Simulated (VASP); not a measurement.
# Mg (I4/mmm) in VASP: single point with LDA

Aim: the single point of Mg with LDA.

Program: VASP 6.6.1. These are calculated values, not measurements. Logs are shortened: lines on timing, memory, paths and dates and some standing lists are left out, and cuts for length are marked.

### 1 The cell of the first run

The structure is tetragonal, space group I4/mmm (No. 139). The conventional cell has a = 3.240 Å, b = 3.240 Å, c = 10.080 Å, α = 90.00°, β = 90.00°, γ = 90.00°. Within 3.9 Å of Mg (site symmetry 4mm) lie 9 Mg at 2.97 to 3.24 Å.

### 2 Single point, LDA

Input file INCAR:

```
ALGO     = Normal         # electronic algorithm
EDIFF    = 1E-7           # SCF threshold, eV
ENCUT    = 520            # plane-wave cutoff, eV
ISIF     = 2              # what is computed and relaxed
ISMEAR   = 1              # smearing method
LASPH    = T              # aspherical terms in the spheres
LCHARG   = F              # write CHGCAR
LREAL    = F              # projectors in reciprocal space
LWAVE    = F              # write WAVECAR
NBANDS   = 9              # bands
NELM     = 60             # most SCF steps
PREC     = Accurate       # precision mode
SIGMA    = 0.1            # smearing width, eV
```

Input file KPOINTS:

```
k-points
0
Gamma
  12 12 12
```

Input file POSCAR:

```
Mg
1.0
   -1.6200300000      1.6200300000      5.0401100000
    1.6200300000     -1.6200300000      5.0401100000
    1.6200300000      1.6200300000     -5.0401100000
Mg
2
Direct
    0.6472200000      0.6472200000      0.0000000000
    0.3527800000      0.3527800000      0.0000000000
```

Potentials or basis: VASP PAW LDA potentials, release 64 (Mg).

The run is started by

```
cat potpaw_LDA.64/Mg/POTCAR > POTCAR
mpirun -np 1 vasp_std > vasp.out
```

OUTCAR:

```text
EDIFF = 1E-7
   ENCUT = 520
   ISIF = 2
   ISMEAR = 1
   LASPH = T
   LREAL = F
   NELM = 60
   PREC = Accurate

 ion  position               nearest neighbor table
   1  0.647  0.647  0.000-   2 2.97   2 3.09   2 3.09   2 3.09   2 3.09
   2  0.353  0.353  0.000-   1 2.97   1 3.09   1 3.09   1 3.09   1 3.09

  LATTYP: Found a body centered tetragonal cell.
 ALAT       =     3.2400600000
 C/A-ratio  =     3.1111213990

  Lattice vectors:

 A1 = (  -1.6200300000,   1.6200300000,   5.0401100000)
 A2 = (   1.6200300000,  -1.6200300000,   5.0401100000)
 A3 = (   1.6200300000,   1.6200300000,  -5.0401100000)

Analysis of symmetry for initial positions (statically):
=====================================================================
 Subroutine PRICEL returns:
 Original cell was already a primitive cell.

 Routine SETGRP: Setting up the symmetry group for a
 body centered tetragonal supercell.

 Subroutine GETGRP returns: Found 16 space group operations
 (whereof 16 operations were pure point group operations)
 out of a pool of 16 trial point group operations.

The static configuration has the point symmetry D_4h.

Analysis of symmetry for dynamics (positions and initial velocities):
=====================================================================
 Subroutine PRICEL returns:
 Original cell was already a primitive cell.

 Routine SETGRP: Setting up the symmetry group for a
 body centered tetragonal supercell.

 Subroutine GETGRP returns: Found 16 space group operations
 (whereof 16 operations were pure point group operations)
 out of a pool of 16 trial point group operations.

The dynamic configuration has the point symmetry D_4h.

 Subroutine INISYM returns: Found 16 space group operations
 (whereof 16 operations are pure point group operations),
 and found     1 'primitive' translations

----------------------------------------------------------------------------------------

                                     Primitive cell

  volume of cell :      52.9110

  direct lattice vectors                    reciprocal lattice vectors
    -1.620030000  1.620030000  5.040110000     0.000000000  0.308636260  0.099204184
     1.620030000 -1.620030000  5.040110000     0.308636260  0.000000000  0.099204184
     1.620030000  1.620030000 -5.040110000     0.308636260  0.308636260  0.000000000

  length of vectors
     5.536398036  5.536398036  5.536398036     0.324187925  0.324187925  0.436477584

  position of ions in fractional coordinates (direct lattice)
     0.647220000  0.647220000  0.000000000
[... 79 lines left out ...]
   LREAL  =      F    real-space projection
   EDIFFG = 0.1E-05   stopping-criterion for IOM
   NSW    =      0    number of steps for IOM
   IBRION =     -1    ionic relax: 0-MD 1-quasi-New 2-CG
   NFREE  =      0    steps in history (QN), initial steepest desc. (CG)
   ISIF   =      2    stress and relaxation
   ISYM   =      2    0-nonsym 1-usesym 2-fastsym
   POTIM  = 0.5000    time-step for ionic-motion
   TEBEG  =    0.0;   TEEND  =   0.0 temperature during run
   PSTRESS=    0.0 pullay stress
   NELECT =       4.0000    total number of electrons
   NUPDOWN=      -1.0000    fix difference up-down
   EMIN   =  10.00;   EMAX   =-10.00  energy-range for DOS
   EFERMI =   0.00;   METHOD = LEGACY
   ISMEAR =     1;   SIGMA  =   0.10  broadening in eV -4-tet -1-fermi 0-gaus
   EFERMI_NEDOS =   21; number of points for ismear=-14 and -15
   IALGO  =     38    algorithm
   IMIX   =      4    mixing-type and parameters
     AMIX     =   0.40;   BMIX     =  1.00
     AMIX_MAG =   1.60;   BMIX_MAG =  1.00
  volume/ion in A,a.u.               =      26.46       178.53
  Fermi-wavevector in a.u.,A,eV,Ry     =   0.692223  1.308112  6.519543  0.479173
  Thomas-Fermi vector in A             =   1.774095
   LORBIT       =      0    0 simple, 1 ext, 2 COOP (PROOUT), +10 PAW based schemes
   GGA     = CA    functional components
   LHFCALC =     F    Hartree Fock is set to
   AEXX    =    0.0000 exact exchange contribution
   IVDW    =     0    specifies the selected vdW correction
   LEPSILON=     F    determine dielectric tensor
   LRPA    =     F    only Hartree local field effects (RPA)
 non-spin polarized calculation
 Methfessel and Paxton  Order N= 1 SIGMA  =   0.10
  energy-cutoff  :      520.00
  volume of cell :       52.91
 maximum number of plane-waves:      1442
 NGX is ok and might be reduce to    42
   NGX = 21   NGY = 21   NGZ = 21

 number of electron       4.0000000 magnetization

 Free energy of the ion-electron system (eV)
  ---------------------------------------------------
  ext. energy  EPLUGINS =         0.00000000
  ---------------------------------------------------
  free energy    TOTEN  =        -3.13040669 eV

  energy without entropy =       -3.13116281  energy(sigma->0) =       -3.13065873

 E-fermi :   1.6920     XC(G=0):  -8.1698

 val. band max:        1.6827500309   @ k =  -0.1667   0.1667   0.0000
 cond. band min:       1.7009628280   @ k =   0.3333   0.2500   0.0833
 fundamental gap:      0.0182127971
 Fermi energy:         1.6920090001

 k-point     1 :       0.0000    0.0000    0.0000
  band No.  band energies     occupation
      1      -4.6940      2.00000
      2       0.9902      2.00000
      3       1.4730      2.00824
      4       8.7725      0.00000
      5       9.2997      0.00000
      6       9.2997      0.00000
      7      10.5156      0.00000
      8      10.7392      0.00000
      9      10.7392      0.00000
[... 265 lines left out ...]
 k-point    24 :      -0.4167    0.1667    0.0000
  band No.  band energies     occupation
      1      -1.7810      2.00000
      2       1.0762      2.00000
      3       2.2954     -0.00000
      4       3.3533     -0.00000
      5       5.4594      0.00000
      6       7.9960      0.00000
      7       9.1727      0.00000
      8       9.8463      0.00000
      9      11.3551      0.00000

 [... further k-points ...]
[... 5 lines left out ...]
  --------------------------------------------------------------------------------------
  -------------------------------------------------------------------------------------
  Total       -0.9264490     -0.9264490     -0.0825266      0.0000000      0.0000000      0.0000000
  in kB      -28.0534304    -28.0534304     -2.4989557      0.0000000      0.0000000      0.0000000
  external PRESSURE =     -19.5352722 kB  Pullay stress =       0.0000000 kB

 VOLUME and BASIS-vectors are now :
 -----------------------------------------------------------------------------
  energy-cutoff  :      520.00
  volume of cell :       52.91
      direct lattice vectors                 reciprocal lattice vectors
    -1.620030000  1.620030000  5.040110000     0.000000000  0.308636260  0.099204184
     1.620030000 -1.620030000  5.040110000     0.308636260  0.000000000  0.099204184
     1.620030000  1.620030000 -5.040110000     0.308636260  0.308636260  0.000000000

 POSITION                                       TOTAL-FORCE (eV/Angst)
 -----------------------------------------------------------------------------------
      0.00000      0.00000      6.52412         0.000000      0.000000     -0.095728
      0.00000      0.00000      3.55610        -0.000000     -0.000000      0.095728
 -----------------------------------------------------------------------------------
    total drift:                                0.000000     -0.000000      0.000000

  FREE ENERGIE OF THE ION-ELECTRON SYSTEM (eV)
  ---------------------------------------------------
  free  energy   TOTEN  =        -3.1304066935 eV

  energy  without entropy=       -3.1311628069  energy(sigma->0) =       -3.13065873
```

It took 1.9 min on 1 thread of Intel Xeon Platinum 8488C (Sapphire Rapids), shared host; peak memory 0.24 GiB.

Results:

* Free energy: -3.1304 eV
* Pressure: -2.0 GPa
* Largest force: 0.096 eV/Å
* Band gap on the k mesh: zero (band 2 reaches 3.27 eV, above the bottom of band 3 at 0.22 eV)

Forces in eV/Å, atoms in the order of the input:
```
Mg   0.000  0.000 -0.096
Mg   0.000  0.000  0.096
```
